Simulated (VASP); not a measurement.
# P (Cmce) in VASP: a series of runs

The runs below take P through single point, with PBEsol+D3(BJ), PBEsol+D4, PBEsol.

Everything below comes from runs of VASP 6.6.1. Logs are shortened: lines on timing, memory, paths and dates and some standing lists are left out, and cuts for length are marked.

### Step 1. The cell of the first run

It takes space group Cmce (No. 64, orthorhombic). The conventional cell has a = 3.341 Å, b = 9.962 Å, c = 3.837 Å, α = 90.00°, β = 90.00°, γ = 90.00°. Within 3.0 Å of P (site symmetry m) lie 5 P at 2.23 to 2.89 Å.

### Step 2. Single point, PBEsol+D3(BJ)

Contents of INCAR:

```
SYSTEM = P
ALGO     = Normal         ! electronic algorithm
EDIFF    = 1E-6           ! SCF threshold, eV
ENCUT    = 520            ! plane-wave cutoff, eV
GGA      = PS             ! functional
ISIF     = 2              ! what is computed and relaxed
ISMEAR   = -1             ! smearing method
IVDW     = 12             ! dispersion correction
LASPH    = .TRUE.         ! aspherical terms in the spheres
LCHARG   = .TRUE.         ! write CHGCAR
LELF     = .TRUE.         ! ELF
LREAL    = .FALSE.        ! projectors in reciprocal space
LVHAR    = .TRUE.       
LWAVE    = .FALSE.        ! write WAVECAR
NBANDS   = 18             ! bands
NELM     = 60             ! most SCF steps
PREC     = Accurate       ! precision mode
SIGMA    = 0.05           ! smearing width, eV
```

Contents of KPOINTS:

```
k-points
0
G
  8 8 6
  0 0 0
```

Contents of POSCAR:

```
P
1.0
    1.6704947844     -4.9812349700      0.0000000000
    1.6704947844      4.9812349700      0.0000000000
    0.0000000000      0.0000000000      3.8369548229
P
4
Direct
    0.8893696870      0.1106303130      0.5565360791
    0.1106303130      0.8893696870      0.4434639209
    0.6106303130      0.3893696870      0.0565360791
    0.3893696870      0.6106303130      0.9434639209
```

Potentials or basis: VASP PAW PBE potentials, release 64 (P).

Run with:

```
cat potpaw_PBE.64/P/POTCAR > POTCAR
mpirun -np 1 vasp_std > vasp.out
```

OUTCAR:

```text
SYSTEM = P
   EDIFF = 1E-6
   ENCUT = 520
   GGA = PS
   ISIF = 2
   ISMEAR = -1
   IVDW = 12
   LASPH = .TRUE.
   LREAL = .FALSE.
   NELM = 60
   PREC = Accurate
 IVDW          = 12

 ion  position               nearest neighbor table
   1  0.889  0.111  0.557-   4 2.23   4 2.23   2 2.25   4 2.89   4 2.89
   2  0.111  0.889  0.443-   3 2.23   3 2.23   1 2.25   3 2.89   3 2.89
   3  0.611  0.389  0.057-   2 2.23   2 2.23   4 2.25   2 2.89   2 2.89
   4  0.389  0.611  0.943-   1 2.23   1 2.23   3 2.25   1 2.89   1 2.89

  LATTYP: Found a base centered orthorhombic cell.
 ALAT       =     3.3409895688
 B/A-ratio  =     2.9818919619
 C/A-ratio  =     1.1484486090

  Lattice vectors:

 A1 = (   1.6704947844,  -4.9812349700,   0.0000000000)
 A2 = (   1.6704947844,   4.9812349700,   0.0000000000)
 A3 = (   0.0000000000,   0.0000000000,   3.8369548229)

Analysis of symmetry for initial positions (statically):
=====================================================================
 Subroutine PRICEL returns:
 Original cell was already a primitive cell.

 Routine SETGRP: Setting up the symmetry group for a
 base centered orthorhombic supercell.

 Subroutine GETGRP returns: Found  8 space group operations
 (whereof  4 operations were pure point group operations)
 out of a pool of  8 trial point group operations.

The static configuration has the point symmetry C_2h.
 The point group associated with its full space group is D_2h.

Analysis of symmetry for dynamics (positions and initial velocities):
=====================================================================
 Subroutine PRICEL returns:
 Original cell was already a primitive cell.

 Routine SETGRP: Setting up the symmetry group for a
 base centered orthorhombic supercell.

 Subroutine GETGRP returns: Found  8 space group operations
 (whereof  4 operations were pure point group operations)
 out of a pool of  8 trial point group operations.

The dynamic configuration has the point symmetry C_2h.
 The point group associated with its full space group is D_2h.

 Subroutine INISYM returns: Found  8 space group operations
 (whereof  4 operations are pure point group operations),
 and found     1 'primitive' translations

----------------------------------------------------------------------------------------

                                     Primitive cell

  volume of cell :      63.8556

  direct lattice vectors                    reciprocal lattice vectors
     1.670494784 -4.981234970  0.000000000     0.299312518 -0.100376714  0.000000000
     1.670494784  4.981234970  0.000000000     0.299312518  0.100376714  0.000000000
     0.000000000  0.000000000  3.836954823     0.000000000  0.000000000  0.260623345

  length of vectors
     5.253879962  5.253879962  3.836954823     0.315695214  0.315695214  0.260623345

  position of ions in fractional coordinates (direct lattice)
     0.889369687  0.110630313  0.556536079
     0.110630313  0.889369687  0.443463921
     0.610630313  0.389369687  0.056536079
     0.389369687  0.610630313  0.943463921

  ion indices of the primitive-cell ions
   primitive index   ion index
                 1           1
                 2           2
                 3           3
                 4           4

----------------------------------------------------------------------------------------

 KPOINTS: k-points

Automatic generation of k-mesh.
 Grid dimensions read from file:
 generate k-points for:    8    8    6

 Generating k-lattice:

  Cartesian coordinates                     Fractional coordinates (reciprocal lattice)
     0.037414065 -0.012547089  0.000000000     0.125000000  0.000000000  0.000000000
     0.037414065  0.012547089  0.000000000     0.000000000  0.125000000  0.000000000
     0.000000000  0.000000000  0.043437224     0.000000000  0.000000000  0.166666667

  Length of vectors
     0.039461902  0.039461902  0.043437224

  Shift w.r.t. Gamma in fractional coordinates (k-lattice)
     0.000000000  0.000000000  0.000000000

 Subroutine IBZKPT returns following result:
 ===========================================

 Found     84 irreducible k-points:

 Following reciprocal coordinates:
            Coordinates               Weight
  0.000000  0.000000  0.000000      1.000000
  0.125000  0.000000  0.000000      4.000000
  0.250000  0.000000  0.000000      4.000000
  0.375000 -0.000000  0.000000      4.000000
  0.500000  0.000000  0.000000      2.000000
  0.125000  0.125000  0.000000      2.000000
[... 16 lines left out ...]
  0.125000  0.000000  0.166667      8.000000
  0.250000  0.000000  0.166667      8.000000
 [... further k-points ...]
   k-points           NKPTS =     84   k-points in BZ     NKDIM =     84   number of bands    NBANDS=     18
   number of dos      NEDOS =    301   number of ions     NIONS =      4
   total plane-waves  NPLWV =  48000
   dimension x,y,z NGX =    40 NGY =   40 NGZ =   30
   dimension x,y,z NGXF=    80 NGYF=   80 NGZF=   60
   ions per type =               4
   NGX,Y,Z   is equivalent  to a cutoff of  12.66, 12.66, 13.00 a.u.
   NGXF,Y,Z  is equivalent  to a cutoff of  25.31, 25.31, 26.00 a.u.
 SYSTEM =  P
   PREC   = accura    normal or accurate (medium, high low for compatibility)
   ISTART =      0    job   : 0-new  1-cont  2-samecut
   ICHARG =      2    charge: 1-file 2-atom 10-const
   ISPIN  =      1    spin polarized calculation?
   LNONCOLLINEAR =      F non collinear calculations
   LSORBIT =      F    spin-orbit coupling
   LASPH  =      T    aspherical Exc in radial PAW
   ENCUT  =  520.0 eV  38.22 Ry    6.18 a.u.   9.77  9.77  7.13*2*pi/ulx,y,z
   NELM   =     60;   NELMIN=  2; NELMDL= -5     # of ELM steps
   EDIFF  = 0.1E-05   stopping-criterion for ELM
   LREAL  =      F    real-space projection
   EDIFFG = 0.1E-04   stopping-criterion for IOM
   NSW    =      0    number of steps for IOM
   IBRION =     -1    ionic relax: 0-MD 1-quasi-New 2-CG
   NFREE  =      0    steps in history (QN), initial steepest desc. (CG)
   ISIF   =      2    stress and relaxation
   ISYM   =      2    0-nonsym 1-usesym 2-fastsym
   POTIM  = 0.5000    time-step for ionic-motion
   TEBEG  =    0.0;   TEEND  =   0.0 temperature during run
   PSTRESS=    0.0 pullay stress
   NELECT =      20.0000    total number of electrons
   NUPDOWN=      -1.0000    fix difference up-down
   EMIN   =  10.00;   EMAX   =-10.00  energy-range for DOS
   EFERMI =   0.00;   METHOD = LEGACY
   ISMEAR =    -1;   SIGMA  =   0.05  broadening in eV -4-tet -1-fermi 0-gaus
   EFERMI_NEDOS =   21; number of points for ismear=-14 and -15
   IALGO  =     38    algorithm
   IMIX   =      4    mixing-type and parameters
     AMIX     =   0.40;   BMIX     =  1.00
     AMIX_MAG =   1.60;   BMIX_MAG =  1.00
  volume/ion in A,a.u.               =      15.96       107.73
  Fermi-wavevector in a.u.,A,eV,Ry     =   1.111779  2.100958 16.817522  1.236053
  Thomas-Fermi vector in A             =   2.248346
   LORBIT       =      0    0 simple, 1 ext, 2 COOP (PROOUT), +10 PAW based schemes
   GGA     = PS    functional components
   LHFCALC =     F    Hartree Fock is set to
   AEXX    =    0.0000 exact exchange contribution
   IVDW    =    12    specifies the selected vdW correction
   LEPSILON=     F    determine dielectric tensor
   LRPA    =     F    only Hartree local field effects (RPA)
 non-spin polarized calculation
  energy-cutoff  :      520.00
  volume of cell :       63.86
 maximum number of plane-waves:      1738
   NGX = 19   NGY = 19   NGZ = 15

 number of electron      20.0000000 magnetization

 Free energy of the ion-electron system (eV)
  ---------------------------------------------------
  ext. energy  EPLUGINS =         0.00000000
  ---------------------------------------------------
  free energy    TOTEN  =       -22.98021555 eV

  energy without entropy =      -22.97576710  energy(sigma->0) =      -22.97799132

 E-fermi :   8.5626     XC(G=0): -10.9076

 val. band max:        8.5611944085   @ k =   0.5000   0.3750   0.0000
 cond. band min:       8.6399849873   @ k =   0.5000   0.5000   0.0000
 fundamental gap:      0.0787905788
 Fermi energy:         8.5626478471

 k-point     1 :       0.0000    0.0000    0.0000
  band No.  band energies     occupation
      1      -7.9054      2.00000
      2      -4.0297      2.00000
      3       0.1092      2.00000
      4       0.5854      2.00000
      5       3.0224      2.00000
      6       4.1590      2.00000
[... 10 lines left out ...]
     17      15.1351      0.00000
     18      15.8680      0.00000

 k-point     2 :       0.1250    0.0000    0.0000
  band No.  band energies     occupation
      1      -7.7026      2.00000
      2      -3.9007      2.00000
      3      -0.2802      2.00000
      4       0.8379      2.00000
      5       3.2247      2.00000
      6       3.2903      2.00000
[... 10 lines left out ...]
     17      13.9725      0.00000
     18      15.1323      0.00000

 k-point     3 :       0.2500    0.0000    0.0000
  band No.  band energies     occupation
      1      -7.0988      2.00000
      2      -3.5001      2.00000
      3      -1.5142      2.00000
      4       1.3369      2.00000
      5       1.5662      2.00000
      6       3.5408      2.00000
[... 10 lines left out ...]
     17      13.7911      0.00000
     18      15.0753      0.00000

 k-point     4 :       0.3750   -0.0000    0.0000
  band No.  band energies     occupation
      1      -6.1107      2.00000
      2      -3.1735      2.00000
      3      -2.7971      2.00000
      4      -0.3810      2.00000
      5       2.6747      2.00000
      6       3.9377      2.00000
[... 375 lines left out ...]
      4       0.7800      2.00000
      5       3.1627      2.00000
      6       4.1402      2.00000
[... 10 lines left out ...]
     17      15.2912      0.00000
     18      16.1862      0.00000

 k-point    23 :       0.1250    0.0000    0.1667
  band No.  band energies     occupation
      1      -7.4679      2.00000
      2      -3.9456      2.00000
      3      -0.9274      2.00000
      4       1.0329      2.00000
      5       2.7418      2.00000
      6       2.9447      2.00000
[... 10 lines left out ...]
     17      15.1079      0.00000
     18      15.9780      0.00000

 k-point    24 :       0.2500    0.0000    0.1667
  band No.  band energies     occupation
      1      -6.8698      2.00000
      2      -3.5384      2.00000
      3      -1.5609      2.00000
      4       1.0963      2.00000
      5       1.8038      2.00000
      6       2.2785      2.00000
[... 10 lines left out ...]
     17      14.0907      0.00000
     18      15.4173      0.00000

 [... further k-points ...]

------------------------ aborting loop because EDIFF is reached ----------------------------------------

 Edisp (eV)   -1.41475

 E8    (eV) :    -0.8390

  FORCE on cell =-STRESS in cart. coord.  units (eV):
  Direction    XX          YY          ZZ          XY          YZ          ZX
  --------------------------------------------------------------------------------------
  -------------------------------------------------------------------------------------
  Total      -0.20600    -0.27376    -0.20713     0.00000     0.00000     0.00000
  in kB      -5.16877    -6.86871    -5.19697     0.00000     0.00000     0.00000
  external pressure =       -5.74 kB  Pullay stress =        0.00 kB

 VOLUME and BASIS-vectors are now :
 -----------------------------------------------------------------------------
  energy-cutoff  :      520.00
  volume of cell :       63.86
      direct lattice vectors                 reciprocal lattice vectors
     1.670494784 -4.981234970  0.000000000     0.299312518 -0.100376714  0.000000000
     1.670494784  4.981234970  0.000000000     0.299312518  0.100376714  0.000000000
     0.000000000  0.000000000  3.836954823     0.000000000  0.000000000  0.260623345

 POSITION                                       TOTAL-FORCE (eV/Angst)
 -----------------------------------------------------------------------------------
      1.67049     -3.87908      2.13540         0.000000     -0.026607      0.028670
      1.67049      3.87908      1.70155         0.000000      0.026607     -0.028670
      1.67049     -1.10215      0.21693         0.000000      0.026607      0.028670
      1.67049      1.10215      3.62003         0.000000     -0.026607     -0.028670
 -----------------------------------------------------------------------------------
    total drift:                                0.000000      0.000000     -0.000000

  FREE ENERGIE OF THE ION-ELECTRON SYSTEM (eV)
  ---------------------------------------------------
  free  energy   TOTEN  =       -24.3949654461 eV

  energy  without entropy=      -24.3905169936  energy(sigma->0) =      -24.39274122
```

It took 38 s on 1 thread of Intel Xeon 6975P-C (Granite Rapids), shared host; peak memory 0.24 GiB.

Results:

| Property | Result |
| --- | --- |
| Free energy | -24.3950 eV |
| Pressure | -0.6 GPa |
| Largest force | 0.039 eV/Å |
| Band gap on the k mesh | zero (bands 10 and 11 overlap by 0.69 eV) |
| Dispersion energy per atom | -0.354 eV |

Forces in eV/Å, atoms in the order of the input:
```
P    0.000 -0.027  0.029
P    0.000  0.027 -0.029
P    0.000  0.027  0.029
P    0.000 -0.027 -0.029
```

Stress tensor (GPa, compression positive):
```
-0.52  0.00  0.00
 0.00 -0.69  0.00
 0.00  0.00 -0.52
```

Levels at points of the mesh, in eV from the Fermi level:
| k point | band 7 | band 8 | band 9 | band 10 | band 11 | band 12 | band 13 | band 14 |
| --- | --- | --- | --- | --- | --- | --- | --- | --- |
| (0.00, 0.00, 0.00) | -3.60 | -3.04 | -2.87 | -1.21 | 1.26 | 1.69 | 1.83 | 4.16 |
| (0.50, 0.00, 0.00) | -2.93 | -2.93 | -2.55 | -2.55 | 0.34 | 0.34 | 1.30 | 1.30 |
| (0.50, 0.50, 0.00) | -4.64 | -2.46 | -2.21 | -1.14 | 0.08 | 0.94 | 2.65 | 3.75 |
| (0.00, 0.00, 0.50) | -3.04 | -3.04 | -0.46 | -0.46 | 1.35 | 1.35 | 1.39 | 1.39 |
| (0.50, 0.00, 0.50) | -6.17 | -6.17 | -2.44 | -2.44 | 1.32 | 1.32 | 6.10 | 6.10 |
| (0.50, 0.50, 0.50) | -2.39 | -2.39 | -0.92 | -0.92 | 0.95 | 0.95 | 2.12 | 2.12 |

Caveat: three body term missing; the PAW data sets were made with another functional, which shifts forces and pressure a little.

(Part 1 of 2 ends here.)

The gap in the log of VASP goes by the Fermi energy; the results here count the filled bands.